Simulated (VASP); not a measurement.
# Ti (Fm-3m) in VASP: notebook

Runs on Ti. Level: PBEsol. Tasks: single point, relaxation of cell and atoms.

Program: VASP 6.6.1. These are calculated values, not measurements. Logs are shortened: lines on timing, memory, paths and dates and some standing lists are left out, and cuts for length are marked.

**1. The cell of the first run**

It takes space group Fm-3m (No. 225, cubic). Conventional cell: a = 4.022 Å, b = 4.022 Å, c = 4.022 Å, α = 90.00°, β = 90.00°, γ = 90.00°. Within 3.7 Å of Ti (site symmetry m-3m) lie 12 Ti at 2.84 Å.

This isn't the form of Ti at room conditions, which is hcp.

**2. Single point, PBEsol**

INCAR

```
PREC = Accurate
ENCUT = 520
EDIFF = 1E-7
ISMEAR = 0
SIGMA = 0.1
LREAL = False
LASPH = True
NELM = 80
ALGO = Normal
ISIF = 2
LWAVE = False
LCHARG = False
GGA = PS
NBANDS = 12
```

KPOINTS

```
Automatic mesh
0
Gamma
  18 18 18
```

POSCAR

```
Ti
1.0
    0.0000000000      2.0109663140      2.0109663140
    2.0109663140      0.0000000000      2.0109663140
    2.0109663140      2.0109663140      0.0000000000
Ti
1
Direct
    0.0000000000      0.0000000000      0.0000000000
```

Potentials or basis: VASP PAW PBE potentials, release 64 (Ti_sv).

Launch:

```console
$ cat potpaw_PBE.64/Ti_sv/POTCAR > POTCAR
$ mpirun -np 1 vasp_std > vasp.out
```

OUTCAR:

```text
PREC = Accurate
   ENCUT = 520
   EDIFF = 1E-7
   ISMEAR = 0
   LREAL = False
   LASPH = True
   NELM = 80
   ISIF = 2
   GGA = PS

 ion  position               nearest neighbor table
   1  0.000  0.000  0.000-

  LATTYP: Found a face centered cubic cell.
 ALAT       =     4.0219326280

  Lattice vectors:

 A1 = (   0.0000000000,   2.0109663140,   2.0109663140)
 A2 = (   2.0109663140,   0.0000000000,   2.0109663140)
 A3 = (   2.0109663140,   2.0109663140,   0.0000000000)

Analysis of symmetry for initial positions (statically):
=====================================================================
 Subroutine PRICEL returns:
 Original cell was already a primitive cell.

 Routine SETGRP: Setting up the symmetry group for a
 face centered cubic supercell.

 Subroutine GETGRP returns: Found 48 space group operations
 (whereof 48 operations were pure point group operations)
 out of a pool of 48 trial point group operations.

The static configuration has the point symmetry O_h .

Analysis of symmetry for dynamics (positions and initial velocities):
=====================================================================
 Subroutine PRICEL returns:
 Original cell was already a primitive cell.

 Routine SETGRP: Setting up the symmetry group for a
 face centered cubic supercell.

 Subroutine GETGRP returns: Found 48 space group operations
 (whereof 48 operations were pure point group operations)
 out of a pool of 48 trial point group operations.

The dynamic configuration has the point symmetry O_h .

 Subroutine INISYM returns: Found 48 space group operations
 (whereof 48 operations are pure point group operations),
 and found     1 'primitive' translations

----------------------------------------------------------------------------------------

                                     Primitive cell

  volume of cell :      16.2646

  direct lattice vectors                    reciprocal lattice vectors
     0.000000000  2.010966314  2.010966314    -0.248636686  0.248636686  0.248636686
     2.010966314  0.000000000  2.010966314     0.248636686 -0.248636686  0.248636686
     2.010966314  2.010966314  0.000000000     0.248636686  0.248636686 -0.248636686

  length of vectors
     2.843935835  2.843935835  2.843935835     0.430651373  0.430651373  0.430651373

  position of ions in fractional coordinates (direct lattice)
     0.000000000  0.000000000  0.000000000

  ion indices of the primitive-cell ions
   primitive index   ion index
                 1           1

----------------------------------------------------------------------------------------

 KPOINTS: Automatic mesh

Automatic generation of k-mesh.
 Grid dimensions read from file:
 generate k-points for:   18   18   18

 Generating k-lattice:

  Cartesian coordinates                     Fractional coordinates (reciprocal lattice)
    -0.013813149  0.013813149  0.013813149     0.055555556  0.000000000  0.000000000
     0.013813149 -0.013813149  0.013813149     0.000000000  0.055555556  0.000000000
     0.013813149  0.013813149 -0.013813149     0.000000000  0.000000000  0.055555556

  Length of vectors
     0.023925076  0.023925076  0.023925076

  Shift w.r.t. Gamma in fractional coordinates (k-lattice)
     0.000000000  0.000000000  0.000000000

 Subroutine IBZKPT returns following result:
 ===========================================

 Found    195 irreducible k-points:

 Following reciprocal coordinates:
            Coordinates               Weight
  0.000000  0.000000  0.000000      1.000000
  0.055556  0.000000  0.000000      8.000000
  0.111111  0.000000  0.000000      8.000000
  0.166667  0.000000  0.000000      8.000000
  0.222222  0.000000  0.000000      8.000000
  0.277778  0.000000  0.000000      8.000000
[... 16 lines left out ...]
 -0.277778  0.055556  0.000000     24.000000
 -0.222222  0.055556  0.000000     24.000000
 [... further k-points ...]
   k-points           NKPTS =    195   k-points in BZ     NKDIM =    195   number of bands    NBANDS=     12
   number of dos      NEDOS =    301   number of ions     NIONS =      1
   total plane-waves  NPLWV =  13824
   dimension x,y,z NGX =    24 NGY =   24 NGZ =   24
   dimension x,y,z NGXF=    48 NGYF=   48 NGZF=   48
   ions per type =               1
   NGX,Y,Z   is equivalent  to a cutoff of  14.03, 14.03, 14.03 a.u.
   NGXF,Y,Z  is equivalent  to a cutoff of  28.06, 28.06, 28.06 a.u.
 SYSTEM =  unknown system
   PREC   = accura    normal or accurate (medium, high low for compatibility)
   ISTART =      0    job   : 0-new  1-cont  2-samecut
   ICHARG =      2    charge: 1-file 2-atom 10-const
   ISPIN  =      1    spin polarized calculation?
   LNONCOLLINEAR =      F non collinear calculations
   LSORBIT =      F    spin-orbit coupling
   LASPH  =      T    aspherical Exc in radial PAW
   ENCUT  =  520.0 eV  38.22 Ry    6.18 a.u.   5.29  5.29  5.29*2*pi/ulx,y,z
   NELM   =     80;   NELMIN=  2; NELMDL= -5     # of ELM steps
   EDIFF  = 0.1E-06   stopping-criterion for ELM
   LREAL  =      F    real-space projection
   EDIFFG = 0.1E-05   stopping-criterion for IOM
   NSW    =      0    number of steps for IOM
   IBRION =     -1    ionic relax: 0-MD 1-quasi-New 2-CG
   NFREE  =      0    steps in history (QN), initial steepest desc. (CG)
   ISIF   =      2    stress and relaxation
   ISYM   =      2    0-nonsym 1-usesym 2-fastsym
   POTIM  = 0.5000    time-step for ionic-motion
   TEBEG  =    0.0;   TEEND  =   0.0 temperature during run
   PSTRESS=    0.0 pullay stress
   NELECT =      12.0000    total number of electrons
   NUPDOWN=      -1.0000    fix difference up-down
   EMIN   =  10.00;   EMAX   =-10.00  energy-range for DOS
   EFERMI =   0.00;   METHOD = LEGACY
   ISMEAR =     0;   SIGMA  =   0.10  broadening in eV -4-tet -1-fermi 0-gaus
   EFERMI_NEDOS =   21; number of points for ismear=-14 and -15
   IALGO  =     38    algorithm
   IMIX   =      4    mixing-type and parameters
     AMIX     =   0.40;   BMIX     =  1.00
     AMIX_MAG =   1.60;   BMIX_MAG =  1.00
  volume/ion in A,a.u.               =      16.26       109.76
  Fermi-wavevector in a.u.,A,eV,Ry     =   1.479292  2.795456 29.773678  2.188304
  Thomas-Fermi vector in A             =   2.593467
   LORBIT       =      0    0 simple, 1 ext, 2 COOP (PROOUT), +10 PAW based schemes
   GGA     = PS    functional components
   LHFCALC =     F    Hartree Fock is set to
   AEXX    =    0.0000 exact exchange contribution
   IVDW    =     0    specifies the selected vdW correction
   LEPSILON=     F    determine dielectric tensor
   LRPA    =     F    only Hartree local field effects (RPA)
 non-spin polarized calculation
 Gauss-broadening in eV      SIGMA  =   0.10
  energy-cutoff  :      520.00
  volume of cell :       16.26
 maximum number of plane-waves:       452
 NGX is ok and might be reduce to    24
   NGX = 11   NGY = 11   NGZ = 11

 number of electron      12.0000000 magnetization

 Free energy of the ion-electron system (eV)
  ---------------------------------------------------
  ext. energy  EPLUGINS =         0.00000000
  ---------------------------------------------------
  free energy    TOTEN  =        -8.28428620 eV

  energy without entropy =       -8.27604226  energy(sigma->0) =       -8.28016423

 E-fermi :   8.8095     XC(G=0): -11.9531

 val. band max:        8.8039498047   @ k =  -0.1111   0.1667   0.0556
 cond. band min:       8.8119339207   @ k =  -0.3333   0.3333   0.1111
 fundamental gap:      0.0079841160
 Fermi energy:         8.8095306322

 k-point     1 :       0.0000    0.0000    0.0000
  band No.  band energies     occupation
      1     -47.5619      2.00000
      2     -23.4304      2.00000
      3     -23.4304      2.00000
      4     -23.4304      2.00000
      5       2.5582      2.00000
      6       9.7221      0.00000
      7       9.7221      0.00000
      8       9.7221      0.00000
      9      11.4995      0.00000
     10      11.4995      0.00000
     11      24.4385      0.00000
     12      29.1967      0.00000

 k-point     2 :       0.0556    0.0000    0.0000
  band No.  band energies     occupation
      1     -47.5571      2.00000
      2     -23.4569      2.00000
      3     -23.4337      2.00000
      4     -23.4337      2.00000
      5       2.6650      2.00000
      6       9.6537      0.00000
      7       9.7620      0.00000
      8       9.7620      0.00000
      9      11.4726      0.00000
     10      11.4726      0.00000
     11      24.5428      0.00000
     12      28.3613      0.00000

 k-point     3 :       0.1111    0.0000    0.0000
  band No.  band energies     occupation
      1     -47.5432      2.00000
      2     -23.5324      2.00000
      3     -23.4430      2.00000
      4     -23.4430      2.00000
      5       2.9775      2.00000
      6       9.4679      0.00000
      7       9.8658      0.00000
      8       9.8658      0.00000
      9      11.4122      0.00000
     10      11.4122      0.00000
     11      24.7622      0.00000
     12      26.8504      0.00000

 k-point     4 :       0.1667    0.0000    0.0000
  band No.  band energies     occupation
      1     -47.5218      2.00000
      2     -23.6470      2.00000
      3     -23.4572      2.00000
      4     -23.4572      2.00000
      5       3.4702      2.00000
      6       9.2163      0.00000
      7       9.9793      0.00000
      8       9.9793      0.00000
      9      11.3822      0.00000
     10      11.3822      0.00000
     11      24.5401      0.00000
     12      25.6933      0.00000

 k-point     5 :       0.2222    0.0000    0.0000
  band No.  band energies     occupation
      1     -47.4954      2.00000
      2     -23.7857      2.00000
      3     -23.4745      2.00000
      4     -23.4745      2.00000
      5       4.0960      2.00000
      6       8.9698      0.02342
      7      10.0186      0.00000
      8      10.0186      0.00000
      9      11.4742      0.00000
     10      11.4742      0.00000
     11      23.2153      0.00000
     12      25.4342      0.00000
[... 228 lines left out ...]
      1     -47.4106      2.00000
      2     -24.1954      2.00000
      3     -23.5524      2.00000
      4     -23.5251      2.00000
      5       5.9745      2.00000
      6       9.0905      0.00007
      7       9.6231      0.00000
      8       9.7168      0.00000
      9      12.3200      0.00000
     10      12.7426      0.00000
     11      18.6251      0.00000
     12      24.0273      0.00000

 k-point    22 :      -0.3333    0.0556    0.0000
  band No.  band energies     occupation
      1     -47.4299      2.00000
      2     -24.1009      2.00000
      3     -23.5425      2.00000
      4     -23.5092      2.00000
      5       5.6323      2.00000
      6       8.8293      0.77994
      7       9.7139      0.00000
      8       9.8301      0.00000
      9      11.9617      0.00000
     10      12.4614      0.00000
     11      19.8312      0.00000
     12      24.4235      0.00000

 k-point    23 :      -0.2778    0.0556    0.0000
  band No.  band energies     occupation
      1     -47.4550      2.00000
      2     -23.9766      2.00000
      3     -23.5271      2.00000
      4     -23.4908      2.00000
      5       5.0743      2.00000
      6       8.7426      1.65589
      7       9.8519      0.00000
      8       9.9690      0.00000
      9      11.5841      0.00000
     10      12.1254      0.00000
     11      21.2531      0.00000
     12      24.8921      0.00000

 k-point    24 :      -0.2222    0.0556    0.0000
  band No.  band energies     occupation
      1     -47.4828      2.00000
      2     -23.8369      2.00000
      3     -23.5081      2.00000
      4     -23.4720      2.00000
      5       4.4041      2.00000
      6       8.8511      0.55623
      7       9.9685      0.00000
      8      10.0763      0.00000
      9      11.2831      0.00000
     10      11.8160      0.00000
     11      22.7628      0.00000
     12      25.2794      0.00000

 [... further k-points ...]

------------------------ aborting loop because EDIFF is reached ----------------------------------------

  FORCE on cell =-STRESS in cart. coord.  units (eV):
  Direction    XX          YY          ZZ          XY          YZ          ZX
  --------------------------------------------------------------------------------------
  -------------------------------------------------------------------------------------
  Total        0.2706428      0.2706428      0.2706428      0.0000000      0.0000000      0.0000000
  in kB       26.6601524     26.6601524     26.6601524      0.0000000      0.0000000      0.0000000
  external PRESSURE =      26.6601524 kB  Pullay stress =       0.0000000 kB

 VOLUME and BASIS-vectors are now :
 -----------------------------------------------------------------------------
  energy-cutoff  :      520.00
  volume of cell :       16.26
      direct lattice vectors                 reciprocal lattice vectors
     0.000000000  2.010966314  2.010966314    -0.248636686  0.248636686  0.248636686
     2.010966314  0.000000000  2.010966314     0.248636686 -0.248636686  0.248636686
     2.010966314  2.010966314  0.000000000     0.248636686  0.248636686 -0.248636686

 POSITION                                       TOTAL-FORCE (eV/Angst)
 -----------------------------------------------------------------------------------
      0.00000      0.00000      0.00000        -0.000000      0.000000     -0.000000
 -----------------------------------------------------------------------------------
    total drift:                               -0.000000      0.000000      0.000000

  FREE ENERGIE OF THE ION-ELECTRON SYSTEM (eV)
  ---------------------------------------------------
  free  energy   TOTEN  =        -8.2842861965 eV

  energy  without entropy=       -8.2760422551  energy(sigma->0) =       -8.28016423
```

Run time: 21 s. Hardware: 1 thread of AMD EPYC 9R45 (Zen 5), shared host; peak memory 0.13 GiB.

Results:

```yaml
Free_energy: -8.2843 eV
Pressure: 2.7 GPa
Band_gap_on_the_k_mesh: zero (bands 6 and 7 overlap by 1.38 eV)
```

Levels at points of the mesh, in eV from the Fermi level:
| k point | band 3 | band 4 | band 5 | band 6 | band 7 | band 8 | band 9 | band 10 |
| --- | --- | --- | --- | --- | --- | --- | --- | --- |
| (0.00, 0.00, 0.00) | -32.24 | -32.24 | -6.25 | 0.91 | 0.91 | 0.91 | 2.69 | 2.69 |
| (0.50, 0.00, 0.00) | -32.35 | -32.35 | -2.75 | 0.77 | 0.77 | 0.82 | 3.88 | 3.88 |
| (0.50, 0.50, 0.00) | -32.53 | -32.53 | -2.83 | -1.90 | 3.15 | 3.86 | 4.20 | 4.20 |

Caveat: the PAW data sets were made with another functional, which shifts forces and pressure a little.

**3. Single point, PBEsol**

This run uses another cell than the first one, of 17.13 Å³/atom.

INCAR

```
PREC     = Accurate       # precision mode
ENCUT    = 520            # plane-wave cutoff, eV
EDIFF    = 1E-7           # SCF threshold, eV
ISMEAR   = 0              # smearing method
SIGMA    = 0.1            # smearing width, eV
LREAL    = False          # projectors in reciprocal space
LASPH    = True           # aspherical terms in the spheres
NELM     = 60             # most SCF steps
ALGO     = Normal         # electronic algorithm
ISIF     = 2              # what is computed and relaxed
LWAVE    = False          # write WAVECAR
LCHARG   = False          # write CHGCAR
GGA      = PS             # functional
NBANDS   = 12             # bands
```

KPOINTS is that of step 2.

POSCAR

```
Ti
1.0
    0.0000000000      2.0461745004      2.0461745004
    2.0461745004      0.0000000000      2.0461745004
    2.0461745004      2.0461745004      0.0000000000
Ti
1
Direct
    0.0000000000      0.0000000000      0.0000000000
```

Potentials or basis: VASP PAW PBE potentials, release 64 (Ti_sv).

Launch:

```console
$ cat potpaw_PBE.64/Ti_sv/POTCAR > POTCAR
$ mpirun -np 1 vasp_std > vasp.out
```

It took 22 s on 1 thread of AMD EPYC 9R45 (Zen 5), shared host; peak memory 0.14 GiB.

The run converged. Its results:

```yaml
Free_energy: -8.2826 eV
Pressure: -3.2 GPa
Band_gap_on_the_k_mesh: zero (bands 6 and 7 overlap by 1.33 eV)
```

Levels at points of the mesh, in eV from the Fermi level:
```
           k point  band 3  band 4  band 5  band 6  band 7  band 8  band 9  band 10
(0.00, 0.00, 0.00)  -32.39  -32.39   -6.13    0.88    0.88    0.88    2.54     2.54
(0.50, 0.00, 0.00)  -32.49  -32.49   -2.63    0.68    0.76    0.76    3.64     3.64
(0.50, 0.50, 0.00)  -32.64  -32.64   -2.63   -1.75    2.90    3.63    3.94     3.94
```

Caveat: the cell stands under tension; the PAW data sets were made with another functional, which shifts forces and pressure a little.

**4. Relaxation of cell and atoms, PBEsol, target pressure 30 GPa, at which the enthalpy is minimised**

This run uses another cell than the first one, of 13.80 Å³/atom.

INCAR

```
SYSTEM = Ti
PREC = Accurate
ENCUT = 600
EDIFF = 1E-6
ISMEAR = 0
SIGMA = 0.1
LREAL = .False.
LASPH = .True.
NELM = 100
ALGO = Normal
ISIF = 3
LWAVE = .False.
LCHARG = .False.
GGA = PS
IBRION = 2
NSW = 70
EDIFFG = -0.008
PSTRESS = 300.0
```

KPOINTS

```
regular mesh
0
Gamma
  18 18 18
  0 0 0
```

POSCAR

```
Ti
1.0
    0.0000000000      1.9037153050      1.9037153050
    1.9037153050      0.0000000000      1.9037153050
    1.9037153050      1.9037153050      0.0000000000
Ti
1
Direct
    0.0000000000      0.0000000000      0.0000000000
```

Launch:

```console
$ cat potpaw_PBE.64/Ti_sv/POTCAR > POTCAR
$ mpirun -np 1 vasp_std > vasp.out
```

It took 43 s on 1 thread of AMD EPYC 9R45 (Zen 5), shared host; peak memory 0.14 GiB.

It converged, with:

| Property | Result |
| --- | --- |
| Free energy | -8.0486 eV |
| Relaxed volume | 13.72 Å³/atom |
| Relaxed cell | a = 2.687 Å, b = 2.687 Å, c = 2.687 Å, α = 60.00°, β = 60.00°, γ = 60.00° |
| Space group after relaxing (to 0.1 Å) | Fm-3m (No. 225) |
| Energy change on relaxing (the run minimises the enthalpy) | +13.8 meV/atom |
| Ionic steps | 3 |
| Pressure after relaxing | 30.0 GPa |
| Band gap on the k mesh | zero (bands 6 and 7 overlap by 1.63 eV) |

The path:
```csv
step,energy change (eV),largest force (eV/Å),pressure (GPa),volume (Å³)
1,0.0000,0.0000,28.92,13.80
2,0.0350,0.0000,31.66,13.61
3,0.0138,0.0000,30.00,13.72
```

Final structure:
```
Ti
1.0
     0.00000    1.90026    1.90026
     1.90026    0.00000    1.90026
     1.90026    1.90026    0.00000
Ti
1
Direct
  0.00000 0.00000 0.00000
```

Levels at points of the mesh, in eV from the Fermi level:
| k point | band 3 | band 4 | band 5 | band 6 | band 7 | band 8 | band 9 | band 10 |
| --- | --- | --- | --- | --- | --- | --- | --- | --- |
| (0.00, 0.00, 0.00) | -31.71 | -31.71 | -6.56 | 0.97 | 0.97 | 0.97 | 3.20 | 3.20 |
| (0.50, 0.00, 0.00) | -31.89 | -31.89 | -3.20 | 0.77 | 0.77 | 1.46 | 4.71 | 4.71 |
| (0.50, 0.50, 0.00) | -32.20 | -32.20 | -3.56 | -2.50 | 4.21 | 4.69 | 5.11 | 5.11 |

Caveat: the cell is relaxed towards a set pressure, so the run minimises the enthalpy, not the energy; the PAW data sets were made with another functional, which shifts forces and pressure a little.

(Continued in part 2 of 2.)
